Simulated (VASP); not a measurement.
# Au (Cmcm) in VASP: single point with r2SCAN

Aim: the single point of Au with r2SCAN.

Everything below comes from runs of VASP 6.6.1. Logs are shortened: lines on timing, memory, paths and dates and some standing lists are left out, and cuts for length are marked.

## Step 1: The cell of the first run

Symmetry: Cmcm, No. 63, orthorhombic system. The conventional cell has a = 2.900 Å, b = 4.922 Å, c = 4.880 Å, α = 90.00°, β = 90.00°, γ = 90.00°. Au (site symmetry m2m) has 12 Au at 2.86 to 2.95 Å within 3.8 Å.

## Step 2: Single point, r2SCAN (strain -0.0200 x Voigt [0, 1, 0, 0, 0, 0])

POSCAR

```
Au
1.0
    2.8999984104      0.0000000000      0.0000000000
   -1.4499992052      2.4612428485      0.0000000000
    0.0000000000      0.0000000000      4.8800000000
Au
2
Direct
    0.3333333333      0.6666666667      0.7500000000
    0.6666666667      0.3333333333      0.2500000000
```

INCAR.step1

```
ALGO = Normal
EDIFF = 1E-4
ENCUT = 520
GGA = PE
ISMEAR = 0
LASPH = T
LCHARG = F
LREAL = F
LWAVE = T
NBANDS = 18
NELM = 80
PREC = Accurate
SIGMA = 0.15
```

INCAR.step2

```
ALGO = Normal
EDIFF = 1E-6
ENCUT = 520
ISIF = 2
ISMEAR = 0
ISTART = 1
LASPH = T
LCHARG = F
LMIXTAU = T
LREAL = F
LWAVE = F
METAGGA = R2SCAN
NBANDS = 18
NELM = 80
PREC = Accurate
SIGMA = 0.15
```

KPOINTS

```
k-points
0
Gamma
  18 18 10
```

Potentials or basis: VASP PAW PBE potentials, release 64 (Au).

On the command line:

```
$ cat potpaw_PBE.64/Au/POTCAR > POTCAR
$ cp INCAR.step1 INCAR
$ mpirun -np 1 vasp_std > vasp.out
$ cp INCAR.step2 INCAR
$ mpirun -np 1 vasp_std > vasp.out
```

OUTCAR:

```text
EDIFF = 1E-6
   ENCUT = 520
   ISIF = 2
   ISMEAR = 0
   ISTART = 1
   LASPH = T
   LREAL = F
   METAGGA = R2SCAN
   NELM = 80
   PREC = Accurate

 ion  position               nearest neighbor table
   1  0.333  0.667  0.750-   2 2.94   2 2.94   2 2.95   2 2.95   2 2.95   2 2.95
   2  0.667  0.333  0.250-   1 2.94   1 2.94   1 2.95   1 2.95   1 2.95   1 2.95

  Warning from LATTYP: Monoclinic adjustment (A1->A3, A2->A1, A3->A2)!
  LATTYP: Found a base centered orthorhombic cell.
 ALAT       =     2.8999984104
 B/A-ratio  =     1.6974097914
 C/A-ratio  =     1.6827595431

  Lattice vectors:

 A1 = (   1.4499992052,  -2.4612428485,   0.0000000000)
 A2 = (   1.4499992052,   2.4612428485,   0.0000000000)
 A3 = (   0.0000000000,   0.0000000000,   4.8800000000)

Analysis of symmetry for initial positions (statically):
=====================================================================
 Subroutine PRICEL returns:
 Original cell was already a primitive cell.

 Routine SETGRP: Setting up the symmetry group for a
 base centered orthorhombic supercell.

 Subroutine GETGRP returns: Found  8 space group operations
 (whereof  4 operations were pure point group operations)
 out of a pool of  8 trial point group operations.

The static configuration has the point symmetry C_2h.
 The point group associated with its full space group is D_2h.

Analysis of symmetry for dynamics (positions and initial velocities):
=====================================================================
 Subroutine PRICEL returns:
 Original cell was already a primitive cell.

 Routine SETGRP: Setting up the symmetry group for a
 base centered orthorhombic supercell.

 Subroutine GETGRP returns: Found  8 space group operations
 (whereof  4 operations were pure point group operations)
 out of a pool of  8 trial point group operations.

The dynamic configuration has the point symmetry C_2h.
 The point group associated with its full space group is D_2h.

 Subroutine INISYM returns: Found  8 space group operations
 (whereof  4 operations are pure point group operations),
 and found     1 'primitive' translations

----------------------------------------------------------------------------------------

                                     Primitive cell

  volume of cell :      34.8315

  direct lattice vectors                    reciprocal lattice vectors
     2.899998410  0.000000000  0.000000000     0.344827775  0.203149397  0.000000000
    -1.449999205  2.461242848  0.000000000     0.000000000  0.406298794  0.000000000
     0.000000000  0.000000000  4.880000000     0.000000000  0.000000000  0.204918033

  length of vectors
     2.899998410  2.856608838  4.880000000     0.400219780  0.406298794  0.204918033

  position of ions in fractional coordinates (direct lattice)
     0.333333333  0.666666667  0.750000000
     0.666666667  0.333333333  0.250000000

  ion indices of the primitive-cell ions
   primitive index   ion index
                 1           1
                 2           2

----------------------------------------------------------------------------------------

 KPOINTS: k-points

Automatic generation of k-mesh.
 Grid dimensions read from file:
 generate k-points for:   18   18   10

 Generating k-lattice:

  Cartesian coordinates                     Fractional coordinates (reciprocal lattice)
     0.019157099  0.011286078  0.000000000     0.055555556  0.000000000  0.000000000
     0.000000000  0.022572155  0.000000000     0.000000000  0.055555556  0.000000000
     0.000000000  0.000000000  0.020491803     0.000000000  0.000000000  0.100000000

  Length of vectors
     0.022234432  0.022572155  0.020491803

  Shift w.r.t. Gamma in fractional coordinates (k-lattice)
     0.000000000  0.000000000  0.000000000

 Subroutine IBZKPT returns following result:
 ===========================================

 Found    546 irreducible k-points:

 Following reciprocal coordinates:
            Coordinates               Weight
  0.000000  0.000000  0.000000      1.000000
  0.055556 -0.000000  0.000000      4.000000
  0.111111 -0.000000  0.000000      4.000000
  0.166667 -0.000000  0.000000      4.000000
  0.222222 -0.000000  0.000000      4.000000
  0.277778 -0.000000  0.000000      4.000000
[... 16 lines left out ...]
 -0.333333  0.055556  0.000000      4.000000
 -0.277778  0.055556  0.000000      4.000000
 [... further k-points ...]
   k-points           NKPTS =    546   k-points in BZ     NKDIM =    546   number of bands    NBANDS=     18
   number of dos      NEDOS =    301   number of ions     NIONS =      2
   total plane-waves  NPLWV =  20736
   dimension x,y,z NGX =    24 NGY =   24 NGZ =   36
   dimension x,y,z NGXF=    48 NGYF=   48 NGZF=   72
   ions per type =               2
   NGX,Y,Z   is equivalent  to a cutoff of  13.76, 13.97, 12.26 a.u.
   NGXF,Y,Z  is equivalent  to a cutoff of  27.52, 27.93, 24.53 a.u.
 SYSTEM =  unknown system
   PREC   = accura    normal or accurate (medium, high low for compatibility)
   ISTART =      1    job   : 0-new  1-cont  2-samecut
   ICHARG =      0    charge: 1-file 2-atom 10-const
   ISPIN  =      1    spin polarized calculation?
   LNONCOLLINEAR =      F non collinear calculations
   LSORBIT =      F    spin-orbit coupling
   LASPH  =      T    aspherical Exc in radial PAW
   ENCUT  =  520.0 eV  38.22 Ry    6.18 a.u.   5.39  5.31  9.07*2*pi/ulx,y,z
   NELM   =     80;   NELMIN=  2; NELMDL=  0     # of ELM steps
   EDIFF  = 0.1E-05   stopping-criterion for ELM
   LREAL  =      F    real-space projection
   EDIFFG = 0.1E-04   stopping-criterion for IOM
   NSW    =      0    number of steps for IOM
   IBRION =     -1    ionic relax: 0-MD 1-quasi-New 2-CG
   NFREE  =      0    steps in history (QN), initial steepest desc. (CG)
   ISIF   =      2    stress and relaxation
   ISYM   =      2    0-nonsym 1-usesym 2-fastsym
   POTIM  = 0.5000    time-step for ionic-motion
   TEBEG  =    0.0;   TEEND  =   0.0 temperature during run
   PSTRESS=    0.0 pullay stress
   NELECT =      22.0000    total number of electrons
   NUPDOWN=      -1.0000    fix difference up-down
   EMIN   =  10.00;   EMAX   =-10.00  energy-range for DOS
   EFERMI =   0.00;   METHOD = LEGACY
   ISMEAR =     0;   SIGMA  =   0.15  broadening in eV -4-tet -1-fermi 0-gaus
   EFERMI_NEDOS =   21; number of points for ismear=-14 and -15
   IALGO  =     38    algorithm
   IMIX   =      4    mixing-type and parameters
     AMIX     =   0.40;   BMIX     =  1.00
     AMIX_MAG =   1.60;   BMIX_MAG =  1.00
  volume/ion in A,a.u.               =      17.42       117.53
  Fermi-wavevector in a.u.,A,eV,Ry     =   1.404618  2.654344 26.843656  1.972953
  Thomas-Fermi vector in A             =   2.527162
   LORBIT       =      0    0 simple, 1 ext, 2 COOP (PROOUT), +10 PAW based schemes
   METAGGA = R2SCAN    functional components
   LHFCALC =     F    Hartree Fock is set to
   AEXX    =    0.0000 exact exchange contribution
   IVDW    =     0    specifies the selected vdW correction
   LEPSILON=     F    determine dielectric tensor
   LRPA    =     F    only Hartree local field effects (RPA)
 non-spin polarized calculation
 Gauss-broadening in eV      SIGMA  =   0.15
  energy-cutoff  :      520.00
  volume of cell :       34.83
 maximum number of plane-waves:       955
 NGX is ok and might be reduce to    24
   NGX = 11   NGY = 11   NGZ = 19

 number of electron      21.9999999 magnetization

 Free energy of the ion-electron system (eV)
  ---------------------------------------------------
  ext. energy  EPLUGINS =         0.00000000
  ---------------------------------------------------
  free energy    TOTEN  =      -101.17343624 eV

  energy without entropy =     -101.16529750  energy(sigma->0) =     -101.16936687

 E-fermi :   8.9756     XC(G=0): -13.4702

 val. band max:        8.9750646959   @ k =   0.2778   0.0556   0.3000
 cond. band min:       8.9763779678   @ k =   0.3889   0.1111   0.0000
 fundamental gap:      0.0013132719
 Fermi energy:         8.9755563330

 k-point     1 :       0.0000    0.0000    0.0000
  band No.  band energies     occupation
      1      -0.8875      2.00000
      2       1.4423      2.00000
      3       3.8897      2.00000
      4       4.0974      2.00000
      5       4.3694      2.00000
      6       4.3978      2.00000
[... 10 lines left out ...]
     17      28.0340      0.00000
     18      28.5159      0.00000

 k-point     2 :       0.0556   -0.0000    0.0000
  band No.  band energies     occupation
      1      -0.7872      2.00000
      2       1.5255      2.00000
      3       3.8555      2.00000
      4       4.1441      2.00000
      5       4.3855      2.00000
      6       4.4175      2.00000
[... 10 lines left out ...]
     17      27.6230      0.00000
     18      27.9189      0.00000

 k-point     3 :       0.1111   -0.0000    0.0000
  band No.  band energies     occupation
      1      -0.4932      2.00000
      2       1.7584      2.00000
      3       3.7597      2.00000
      4       4.2210      2.00000
      5       4.3750      2.00000
      6       4.5832      2.00000
[... 10 lines left out ...]
     17      26.6843      0.00000
     18      27.8070      0.00000

 k-point     4 :       0.1667   -0.0000    0.0000
  band No.  band energies     occupation
      1      -0.0291      2.00000
      2       2.0774      2.00000
      3       3.6541      2.00000
      4       4.1322      2.00000
      5       4.4676      2.00000
      6       4.5793      2.00000
[... 10 lines left out ...]
     17      26.2739      0.00000
     18      27.1292      0.00000

 k-point     5 :       0.2222   -0.0000    0.0000
  band No.  band energies     occupation
      1       0.5542      2.00000
      2       2.3302      2.00000
      3       3.6774      2.00000
      4       3.9301      2.00000
      5       4.0178      2.00000
      6       4.8479      2.00000
[... 10 lines left out ...]
     17      26.5312      0.00000
     18      26.8646      0.00000

 k-point     6 :       0.2778   -0.0000    0.0000
  band No.  band energies     occupation
      1       1.1576      2.00000
      2       2.3607      2.00000
      3       3.4508      2.00000
      4       3.9152      2.00000
      5       4.0281      2.00000
      6       4.6851      2.00000
[... 10 lines left out ...]
     17      24.4681      0.00000
     18      26.5022      0.00000

 k-point     7 :       0.3333   -0.0000    0.0000
  band No.  band energies     occupation
      1       1.6306      2.00000
      2       2.2452      2.00000
      3       3.0639      2.00000
      4       4.0892      2.00000
      5       4.4098      2.00000
      6       4.5380      2.00000
[... 10 lines left out ...]
     17      23.2829      0.00000
     18      25.8211      0.00000

 k-point     8 :       0.3889   -0.0000    0.0000
  band No.  band energies     occupation
      1       1.8774      2.00000
      2       2.1124      2.00000
      3       2.7820      2.00000
      4       4.3443      2.00000
      5       4.4194      2.00000
      6       4.5382      2.00000
[... 10 lines left out ...]
     17      22.2166      0.00000
     18      25.2351      0.00000
[... 229 lines left out ...]
     17      21.1116      0.00000
     18      24.6827      0.00000

 k-point    20 :       0.5000    0.0556    0.0000
  band No.  band energies     occupation
      1       2.0129      2.00000
      2       2.0950      2.00000
      3       2.5820      2.00000
      4       4.3230      2.00000
      5       4.4079      2.00000
      6       4.6407      2.00000
[... 10 lines left out ...]
     17      21.1278      0.00000
     18      24.6780      0.00000

 k-point    21 :      -0.4444    0.0556    0.0000
  band No.  band energies     occupation
      1       2.0017      2.00000
      2       2.1285      2.00000
      3       2.6969      2.00000
      4       4.3736      2.00000
      5       4.4626      2.00000
      6       4.4756      2.00000
[... 10 lines left out ...]
     17      21.8114      0.00000
     18      24.9168      0.00000

 k-point    22 :      -0.3889    0.0556    0.0000
  band No.  band energies     occupation
      1       1.8534      2.00000
      2       2.2416      2.00000
      3       2.9217      2.00000
      4       4.2028      2.00000
      5       4.4284      2.00000
      6       4.5356      2.00000
[... 10 lines left out ...]
     17      22.8130      0.00000
     18      25.3917      0.00000

 k-point    23 :      -0.3333    0.0556    0.0000
  band No.  band energies     occupation
      1       1.4860      2.00000
      2       2.3799      2.00000
      3       3.2519      2.00000
      4       3.9416      2.00000
      5       4.1487      2.00000
      6       4.5213      2.00000
[... 10 lines left out ...]
     17      23.9206      0.00000
     18      26.0600      0.00000

 k-point    24 :      -0.2778    0.0556    0.0000
  band No.  band energies     occupation
      1       0.9229      2.00000
      2       2.4427      2.00000
      3       3.6716      2.00000
      4       3.6789      2.00000
      5       4.0052      2.00000
      6       4.6490      2.00000
[... 10 lines left out ...]
     17      25.8075      0.00000
     18      26.7173      0.00000

 [... further k-points ...]
[... 5 lines left out ...]
  --------------------------------------------------------------------------------------
  -------------------------------------------------------------------------------------
  Total        0.4407823      0.4971947      0.3192211      0.0000000      0.0000000      0.0000000
  in kB       20.2750848     22.8699421     14.6835165      0.0000000      0.0000000      0.0000000
  external PRESSURE =      19.2761811 kB  Pullay stress =       0.0000000 kB

 VOLUME and BASIS-vectors are now :
 -----------------------------------------------------------------------------
  energy-cutoff  :      520.00
  volume of cell :       34.83
      direct lattice vectors                 reciprocal lattice vectors
     2.899998410  0.000000000  0.000000000     0.344827775  0.203149397  0.000000000
    -1.449999205  2.461242848  0.000000000     0.000000000  0.406298794  0.000000000
     0.000000000  0.000000000  4.880000000     0.000000000  0.000000000  0.204918033

 POSITION                                       TOTAL-FORCE (eV/Angst)
 -----------------------------------------------------------------------------------
     -0.00000      1.64083      3.66000         0.000000     -0.010055      0.000000
      1.45000      0.82041      1.22000         0.000000      0.010055      0.000000
 -----------------------------------------------------------------------------------
    total drift:                                0.000000     -0.000000     -0.000000

  FREE ENERGIE OF THE ION-ELECTRON SYSTEM (eV)
  ---------------------------------------------------
  free  energy   TOTEN  =      -101.1734362419 eV

  energy  without entropy=     -101.1652974981  energy(sigma->0) =     -101.16936687
```

Run time: 4.9 min. Hardware: 1 thread of Intel Xeon 6975P-C (Granite Rapids), shared host; peak memory 0.38 GiB.

Results:

| Quantity | Value |
| --- | --- |
| Free energy | -101.1734 eV |
| Pressure | 1.9 GPa |
| Largest force | 0.010 eV/Å |
| Band gap on the k mesh | zero (band 11 reaches 13.34 eV, above the bottom of band 12 at 6.16 eV) |

Forces in eV/Å, atoms in the order of the input:
```
Au   0.000 -0.010  0.000
Au   0.000  0.010  0.000
```

Caveat: the cell differs from its parent crystal (strain -0.0200 x Voigt [0, 1, 0, 0, 0, 0]); the PAW data sets were made with another functional, which shifts forces and pressure a little; spin-orbit coupling is left out, which moves the levels of the heavy elements.
